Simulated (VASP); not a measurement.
# Ru (I4/mmm) in VASP: a series of runs

Ru is run at these levels: PBE; tasks: single point.

Everything below comes from runs of VASP 6.6.1. Logs are shortened: lines on timing, memory, paths and dates and some standing lists are left out, and cuts for length are marked.

## (1) The cell of the first run

Symmetry: I4/mmm, No. 139, tetragonal system. The conventional cell has a = 3.116 Å, b = 3.116 Å, c = 2.773 Å, α = 90.00°, β = 90.00°, γ = 90.00°. Ru (site symmetry 4/mmm) has 14 Ru at 2.60 to 3.12 Å within 3.4 Å.

## (2) Single point, PBE (13.46 Å³/atom)

INCAR

```
PREC = Accurate
ENCUT = 520
EDIFF = 1E-7
ISMEAR = 0
SIGMA = 0.15
LREAL = False
LASPH = True
NELM = 100
ALGO = Fast
ISIF = 2
LWAVE = False
LCHARG = True
GGA = PE
LELF = True
LVHAR = True
NBANDS = 13
```

KPOINTS

```
regular mesh
0
Gamma
  22 22 22
```

POSCAR

```
Ru
1.0
    0.0000000000      2.2033092113      1.3863221557
    2.2033092113      0.0000000000      1.3863221557
    2.2033092113      2.2033092113      0.0000000000
Ru
1
Direct
    0.0000000000      0.0000000000      0.0000000000
```

Potentials or basis: VASP PAW PBE potentials, release 64 (Ru_pv).

On the command line:

```bash
cat potpaw_PBE.64/Ru_pv/POTCAR > POTCAR
mpirun -np 1 vasp_std > vasp.out
```

OUTCAR:

```text
PREC = Accurate
   ENCUT = 520
   EDIFF = 1E-7
   ISMEAR = 0
   LREAL = False
   LASPH = True
   NELM = 100
   ISIF = 2
   GGA = PE

 ion  position               nearest neighbor table
   1  0.000  0.000  0.000-

  LATTYP: Found a body centered tetragonal cell.
 ALAT       =     3.1159497687
 C/A-ratio  =     0.8898231734

  Lattice vectors:

 A1 = (   0.0000000000,  -2.2033092113,  -1.3863221557)
 A2 = (   0.0000000000,   2.2033092113,  -1.3863221557)
 A3 = (   2.2033092113,   0.0000000000,   1.3863221557)

Analysis of symmetry for initial positions (statically):
=====================================================================
 Subroutine PRICEL returns:
 Original cell was already a primitive cell.

 Routine SETGRP: Setting up the symmetry group for a
 body centered tetragonal supercell.

 Subroutine GETGRP returns: Found 16 space group operations
 (whereof 16 operations were pure point group operations)
 out of a pool of 16 trial point group operations.

The static configuration has the point symmetry D_4h.

Analysis of symmetry for dynamics (positions and initial velocities):
=====================================================================
 Subroutine PRICEL returns:
 Original cell was already a primitive cell.

 Routine SETGRP: Setting up the symmetry group for a
 body centered tetragonal supercell.

 Subroutine GETGRP returns: Found 16 space group operations
 (whereof 16 operations were pure point group operations)
 out of a pool of 16 trial point group operations.

The dynamic configuration has the point symmetry D_4h.

 Subroutine INISYM returns: Found 16 space group operations
 (whereof 16 operations are pure point group operations),
 and found     1 'primitive' translations

----------------------------------------------------------------------------------------

                                     Primitive cell

  volume of cell :      13.4600

  direct lattice vectors                    reciprocal lattice vectors
     0.000000000  2.203309211  1.386322156    -0.226931380  0.226931380  0.360666529
     2.203309211  0.000000000  1.386322156     0.226931380 -0.226931380  0.360666529
     2.203309211  2.203309211  0.000000000     0.226931380  0.226931380 -0.360666529

  length of vectors
     2.603163575  2.603163575  3.115949769     0.482779502  0.482779502  0.482779502

  position of ions in fractional coordinates (direct lattice)
     0.000000000  0.000000000  0.000000000

[... 77 lines left out ...]
   EDIFFG = 0.1E-05   stopping-criterion for IOM
   NSW    =      0    number of steps for IOM
   IBRION =     -1    ionic relax: 0-MD 1-quasi-New 2-CG
   NFREE  =      0    steps in history (QN), initial steepest desc. (CG)
   ISIF   =      2    stress and relaxation
   ISYM   =      2    0-nonsym 1-usesym 2-fastsym
   POTIM  = 0.5000    time-step for ionic-motion
   TEBEG  =    0.0;   TEEND  =   0.0 temperature during run
   PSTRESS=    0.0 pullay stress
   NELECT =      14.0000    total number of electrons
   NUPDOWN=      -1.0000    fix difference up-down
   EMIN   =  10.00;   EMAX   =-10.00  energy-range for DOS
   EFERMI =   0.00;   METHOD = LEGACY
   ISMEAR =     0;   SIGMA  =   0.15  broadening in eV -4-tet -1-fermi 0-gaus
   EFERMI_NEDOS =   21; number of points for ismear=-14 and -15
   IALGO  =     68    algorithm
   IMIX   =      4    mixing-type and parameters
     AMIX     =   0.40;   BMIX     =  1.00
     AMIX_MAG =   1.60;   BMIX_MAG =  1.00
  volume/ion in A,a.u.               =      13.46        90.83
  Fermi-wavevector in a.u.,A,eV,Ry     =   1.658705  3.134498 37.433740  2.751302
  Thomas-Fermi vector in A             =   2.746240
   LORBIT       =      0    0 simple, 1 ext, 2 COOP (PROOUT), +10 PAW based schemes
   GGA     = PE    functional components
   LHFCALC =     F    Hartree Fock is set to
   AEXX    =    0.0000 exact exchange contribution
   IVDW    =     0    specifies the selected vdW correction
   LEPSILON=     F    determine dielectric tensor
   LRPA    =     F    only Hartree local field effects (RPA)
 non-spin polarized calculation
 RMM-DIIS sequential band-by-band and
 Gauss-broadening in eV      SIGMA  =   0.15
  energy-cutoff  :      520.00
  volume of cell :       13.46
 maximum number of plane-waves:       372
   NGX =  9   NGY =  9   NGZ = 11

 number of electron      14.0000005 magnetization

 Free energy of the ion-electron system (eV)
  ---------------------------------------------------
  ext. energy  EPLUGINS =         0.00000000
  ---------------------------------------------------
  free energy    TOTEN  =        -8.64269673 eV

  energy without entropy =       -8.61780159  energy(sigma->0) =       -8.63024916

 E-fermi :  13.1246     XC(G=0): -14.1575

 val. band max:       13.1203257662   @ k =  -0.0455   0.2727   0.2273
 cond. band min:      13.1247491958   @ k =  -0.2273   0.1818   0.0909
 fundamental gap:      0.0044234296
 Fermi energy:        13.1245939539

 k-point     1 :       0.0000    0.0000    0.0000
  band No.  band energies     occupation
      1     -29.4329      2.00000
      2     -29.4329      2.00000
      3     -29.3585      2.00000
      4       4.9640      2.00000
      5       9.4328      2.00000
      6      10.7716      2.00000
      7      10.7716      2.00000
      8      12.1062      2.00000
      9      13.7122      0.00000
     10      23.6540      0.00000
     11      29.6466      0.00000
     12      29.6466      0.00000
     13      32.2752      0.00000
[... 354 lines left out ...]
  band No.  band energies     occupation
      1     -30.4793      2.00000
      2     -29.8130      2.00000
      3     -29.4853      2.00000
      4       6.7708      2.00000
      5       8.1168      2.00000
      6      12.7256      1.99983
      7      13.4138      0.00639
      8      15.3799      0.00000
      9      15.5194      0.00000
     10      23.6519      0.00000
     11      24.8225      0.00000
     12      27.1085      0.00000
     13      30.9863      0.00000

 [... further k-points ...]
[... 5 lines left out ...]
  --------------------------------------------------------------------------------------
  -------------------------------------------------------------------------------------
  Total        1.7457193      1.7457193      0.9797916      0.0000000      0.0000000     -0.0000000
  in kB      207.7973194    207.7973194    116.6270364      0.0000000      0.0000000     -0.0000000
  external PRESSURE =     177.4072251 kB  Pullay stress =       0.0000000 kB

 VOLUME and BASIS-vectors are now :
 -----------------------------------------------------------------------------
  energy-cutoff  :      520.00
  volume of cell :       13.46
      direct lattice vectors                 reciprocal lattice vectors
     0.000000000  2.203309211  1.386322156    -0.226931380  0.226931380  0.360666529
     2.203309211  0.000000000  1.386322156     0.226931380 -0.226931380  0.360666529
     2.203309211  2.203309211  0.000000000     0.226931380  0.226931380 -0.360666529

 POSITION                                       TOTAL-FORCE (eV/Angst)
 -----------------------------------------------------------------------------------
      0.00000      0.00000      0.00000         0.000000      0.000000      0.000000
 -----------------------------------------------------------------------------------
    total drift:                                0.000000     -0.000000      0.000000

  FREE ENERGIE OF THE ION-ELECTRON SYSTEM (eV)
  ---------------------------------------------------
  free  energy   TOTEN  =        -8.6426967257 eV

  energy  without entropy=       -8.6178015859  energy(sigma->0) =       -8.63024916
```

stdout:

```text
POSCAR found type information on POSCAR Ru
 POSCAR found :  1 types and       1 ions
 scaLAPACK will be used
 LDA part: xc-table for (Slater+PW92), standard interpolation
 POSCAR, INCAR and KPOINTS ok, starting setup
 FFT: planning ... GRIDC
 FFT: planning ... GRID_SOFT
 FFT: planning ... GRID
 WAVECAR not read
 entering main loop
WARNING in EDDRMM: call to ZHEGV failed, returncode =   6  3     13
WARNING in EDDRMM: call to ZHEGV failed, returncode =   6  3     13
WARNING in EDDRMM: call to ZHEGV failed, returncode =   8  4     13
WARNING in EDDRMM: call to ZHEGV failed, returncode =   6  3     13
```

Run time: 66 s. Hardware: 1 thread of Intel Xeon 6975P-C (Granite Rapids), shared host; peak memory 0.23 GiB.

Results:

| Property | Result |
| --- | --- |
| Free energy | -8.6427 eV |
| Pressure | 17.7 GPa |
| Band gap on the k mesh | zero (bands 7 and 8 overlap by 3.86 eV) |

Caveat: the cell stands under pressure.

## (3) Single point, PBE (13.46 Å³/atom)

INCAR

```
SYSTEM = Ru
PREC = Accurate
ENCUT = 520
EDIFF = 1E-6
ISMEAR = 0
SIGMA = 0.15
LREAL = .FALSE.
LASPH = .TRUE.
NELM = 80
ALGO = Fast
ISIF = 2
LWAVE = .FALSE.
LCHARG = .FALSE.
GGA = PE
NBANDS = 13
```

KPOINTS

```
regular mesh
0
G
  22 22 22
  0 0 0
```

POSCAR

```
Ru
1.0
    0.0000000000      1.9877494431      1.7033024978
    1.9877494431      0.0000000000      1.7033024978
    1.9877494431      1.9877494431      0.0000000000
Ru
1
Direct
    0.0000000000      0.0000000000      0.0000000000
```

Potentials or basis: VASP PAW PBE potentials, release 64 (Ru_pv).

On the command line:

```bash
cat potpaw_PBE.64/Ru_pv/POTCAR > POTCAR
mpirun -np 1 vasp_std > vasp.out
```

OUTCAR:

```text
SYSTEM = Ru
   PREC = Accurate
   ENCUT = 520
   EDIFF = 1E-6
   ISMEAR = 0
   LREAL = .FALSE.
   LASPH = .TRUE.
   NELM = 80
   ISIF = 2
   GGA = PE

 ion  position               nearest neighbor table
   1  0.000  0.000  0.000-

  LATTYP: Found a body centered tetragonal cell.
 ALAT       =     2.8111022210
 C/A-ratio  =     1.2118396016

  Lattice vectors:

 A1 = (   0.0000000000,  -1.9877494431,  -1.7033024978)
 A2 = (   0.0000000000,   1.9877494431,  -1.7033024978)
 A3 = (   1.9877494431,   0.0000000000,   1.7033024978)

Analysis of symmetry for initial positions (statically):
=====================================================================
 Subroutine PRICEL returns:
 Original cell was already a primitive cell.

 Routine SETGRP: Setting up the symmetry group for a
 body centered tetragonal supercell.

 Subroutine GETGRP returns: Found 16 space group operations
 (whereof 16 operations were pure point group operations)
 out of a pool of 16 trial point group operations.

The static configuration has the point symmetry D_4h.

Analysis of symmetry for dynamics (positions and initial velocities):
=====================================================================
[... 163 lines left out ...]

 k-point     1 :       0.0000    0.0000    0.0000
  band No.  band energies     occupation
      1     -29.4859      2.00000
      2     -29.4859      2.00000
      3     -29.4676      2.00000
      4       4.9597      2.00000
      5       9.9215      2.00000
      6       9.9215      2.00000
      7      11.5856      2.00000
      8      11.6053      2.00000
      9      13.5419      0.00000
     10      23.5150      0.00000
     11      28.4215      0.00000
     12      32.0318      0.00000
     13      32.0318      0.00000
[... 354 lines left out ...]
  band No.  band energies     occupation
      1     -30.5720      2.00000
      2     -29.7488      2.00000
      3     -29.5332      2.00000
      4       6.8501      2.00000
      5       9.3311      2.00000
      6      11.1777      2.00000
      7      13.1658      0.13332
      8      14.9332      0.00000
      9      15.0860      0.00000
     10      23.4543      0.00000
     11      23.5652      0.00000
     12      27.6046      0.00000
     13      33.4033      0.00000

 [... further k-points ...]
[... 5 lines left out ...]
  --------------------------------------------------------------------------------------
  -------------------------------------------------------------------------------------
  Total       -0.0968045     -0.0968045      3.2550981      0.0000000     -0.0000000      0.0000000
  in kB      -11.5228814    -11.5228814    387.4624303      0.0000000     -0.0000000      0.0000000
  external PRESSURE =     121.4722225 kB  Pullay stress =       0.0000000 kB

 VOLUME and BASIS-vectors are now :
 -----------------------------------------------------------------------------
  energy-cutoff  :      520.00
  volume of cell :       13.46
      direct lattice vectors                 reciprocal lattice vectors
     0.000000000  1.987749443  1.703302498    -0.251540757  0.251540757  0.293547388
     1.987749443  0.000000000  1.703302498     0.251540757 -0.251540757  0.293547388
     1.987749443  1.987749443  0.000000000     0.251540757  0.251540757 -0.293547388

 POSITION                                       TOTAL-FORCE (eV/Angst)
 -----------------------------------------------------------------------------------
      0.00000      0.00000      0.00000         0.000000      0.000000      0.000000
 -----------------------------------------------------------------------------------
    total drift:                                0.000000     -0.000000      0.000000

  FREE ENERGIE OF THE ION-ELECTRON SYSTEM (eV)
  ---------------------------------------------------
  free  energy   TOTEN  =        -8.9371118569 eV

  energy  without entropy=       -8.9245363674  energy(sigma->0) =       -8.93082411
```

OSZICAR:

```text
N       E                     dE             d eps       ncg     rms          rms(c)
DAV:   1     0.105998697568E+03    0.10600E+03   -0.84296E+03 21803   0.115E+03
DAV:   2    -0.833713737654E+01   -0.11434E+03   -0.10981E+03 23424   0.325E+02
DAV:   3    -0.956302898149E+01   -0.12259E+01   -0.12218E+01 24749   0.370E+01
DAV:   4    -0.956655311431E+01   -0.35241E-02   -0.35241E-02 23149   0.213E+00
DAV:   5    -0.956657615111E+01   -0.23037E-04   -0.23036E-04 24569   0.156E-01    0.131E+01
RMM:   6    -0.898304805286E+01    0.58353E+00   -0.86356E-01 22015   0.930E+00    0.396E+00
RMM:   7    -0.894069975680E+01    0.42348E-01   -0.94593E-02 22378   0.315E+00    0.980E-01
RMM:   8    -0.893727124254E+01    0.34285E-02   -0.91757E-03 23636   0.109E+00    0.915E-02
RMM:   9    -0.893710746664E+01    0.16378E-03   -0.97003E-04 25638   0.372E-01    0.503E-02
RMM:  10    -0.893711747070E+01   -0.10004E-04   -0.11785E-04 25341   0.146E-01    0.152E-02
RMM:  11    -0.893711100085E+01    0.64698E-05   -0.30791E-05 25982   0.692E-02    0.235E-03
RMM:  12    -0.893711200719E+01   -0.10063E-05   -0.49668E-06 21617   0.311E-02    0.139E-03
RMM:  13    -0.893711185694E+01    0.15024E-06   -0.10092E-06 13889   0.134E-02
   1 F= -.89371119E+01 E0= -.89308241E+01  d E =-.125755E-01
```

stdout:

```text
POSCAR found type information on POSCAR Ru
 POSCAR found :  1 types and       1 ions
 scaLAPACK will be used
 LDA part: xc-table for (Slater+PW92), standard interpolation
 POSCAR, INCAR and KPOINTS ok, starting setup
 FFT: planning ... GRIDC
 FFT: planning ... GRID_SOFT
 FFT: planning ... GRID
 WAVECAR not read
 entering main loop
```

Wall time 60 s (1 thread of Intel Xeon 6975P-C (Granite Rapids), shared host); peak memory 0.24 GiB.

Results:

```yaml
Free_energy: -8.9371 eV
Pressure: 12.1 GPa
Band_gap_on_the_k_mesh: zero (bands 7 and 8 overlap by 3.98 eV)
```

Stress tensor (GPa, compression positive):
```
-1.15  0.00  0.00
 0.00 -1.15  0.00
 0.00  0.00 38.75
```

Caveat: the cell stands under pressure.

## (4) Single point, PBE (13.46 Å³/atom)

INCAR

```
SYSTEM = Ru
  ALGO = Fast
  EDIFF = 1E-6
  ENCUT = 520
  GGA = PE
  ISIF = 2
  ISMEAR = 0
  LASPH = .TRUE.
  LCHARG = .FALSE.
  LREAL = .FALSE.
  LWAVE = .FALSE.
  NBANDS = 13
  NELM = 80
  PREC = Accurate
  SIGMA = 0.15
```

KPOINTS

```
k-points
0
G
  22 22 22
  0 0 0
```

POSCAR

```
Ru
1.0
    0.0000000000      1.9372318478      1.7932955215
    1.9372318478      0.0000000000      1.7932955215
    1.9372318478      1.9372318478      0.0000000000
Ru
1
Direct
    0.0000000000      0.0000000000      0.0000000000
```

On the command line:

```bash
cat potpaw_PBE.64/Ru_pv/POTCAR > POTCAR
mpirun -np 1 vasp_std > vasp.out
```

It took 51 s on 1 thread of Intel Xeon 6975P-C (Granite Rapids), shared host; peak memory 0.24 GiB.

It converged, with:

```yaml
Free_energy: -9.0732 eV
Pressure: 9.8 GPa
Band_gap_on_the_k_mesh: zero (bands 7 and 8 overlap by 3.85 eV)
```

Stress tensor (GPa, compression positive):
```
 2.63  0.00  0.00
 0.00  2.63  0.00
 0.00  0.00 24.05
```

Levels at points of the mesh, in eV from the Fermi level:
| k point | band 4 | band 5 | band 6 | band 7 | band 8 | band 9 | band 10 | band 11 |
| --- | --- | --- | --- | --- | --- | --- | --- | --- |
| (0.00, 0.00, 0.00) | -7.98 | -2.90 | -2.90 | -2.00 | -0.74 | 0.33 | 10.51 | 15.14 |
| (0.50, 0.00, 0.00) | -6.17 | -3.25 | -2.23 | 1.03 | 1.46 | 2.02 | 10.22 | 10.53 |
| (0.50, 0.50, 0.00) | -6.53 | -6.09 | 1.70 | 2.29 | 2.29 | 4.86 | 10.51 | 12.63 |
| (0.50, 0.00, 0.50) | -6.47 | -5.92 | 1.63 | 1.84 | 2.60 | 3.13 | 10.51 | 13.15 |

Caveat: the cell stands under pressure.

## (5) Single point, PBE (13.46 Å³/atom)

INCAR

```
PREC     = Accurate       # precision mode
ENCUT    = 520            # plane-wave cutoff, eV
EDIFF    = 1E-6           # SCF threshold, eV
ISMEAR   = 0              # smearing method
SIGMA    = 0.15           # smearing width, eV
LREAL    = F              # projectors in reciprocal space
LASPH    = T              # aspherical terms in the spheres
NELM     = 80             # most SCF steps
ALGO     = Fast           # electronic algorithm
ISIF     = 2              # what is computed and relaxed
LWAVE    = F              # write WAVECAR
LCHARG   = F              # write CHGCAR
GGA      = PE             # functional
NBANDS   = 13             # bands
```

KPOINTS

```
Automatic mesh
0
Gamma
  22 22 22
```

POSCAR

```
Ru
1.0
    0.0000000000      2.0395958497      1.6178074280
    2.0395958497      0.0000000000      1.6178074280
    2.0395958497      2.0395958497      0.0000000000
Ru
1
Direct
    0.0000000000      0.0000000000      0.0000000000
```

On the command line:

```bash
cat potpaw_PBE.64/Ru_pv/POTCAR > POTCAR
mpirun -np 1 vasp_std > vasp.out
```

It took 55 s on 1 thread of Intel Xeon 6975P-C (Granite Rapids), shared host; peak memory 0.24 GiB.

It converged, with:

```
Free energy            : -8.7477 eV
Pressure               : 15.3 GPa
Band gap on the k mesh : zero (bands 7 and 8 overlap by 3.97 eV)
```

Stress tensor (GPa, compression positive):
```
 0.28  0.00  0.00
 0.00  0.28  0.00
 0.00  0.00 45.37
```

Levels at points of the mesh, in eV from the Fermi level:
| k point | band 3 | band 4 | band 5 | band 6 | band 7 | band 8 | band 9 | band 10 | band 11 | band 12 |
| --- | --- | --- | --- | --- | --- | --- | --- | --- | --- | --- |
| (0.00, 0.00, 0.00) | -42.54 | -8.15 | -3.16 | -3.16 | -2.07 | -0.89 | 0.44 | 10.49 | 15.91 | 18.17 |
| (0.50, 0.00, 0.00) | -42.55 | -6.36 | -4.26 | -1.03 | 0.71 | 1.03 | 2.41 | 10.36 | 10.51 | 14.03 |
| (0.50, 0.50, 0.00) | -43.23 | -6.66 | -6.43 | 1.73 | 2.10 | 2.10 | 7.38 | 10.49 | 10.80 | 10.80 |
| (0.50, 0.00, 0.50) | -42.64 | -6.52 | -5.50 | 0.83 | 0.94 | 1.96 | 2.72 | 10.49 | 11.67 | 13.36 |

Caveat: the cell stands under pressure.

[end of part 1 of 2]
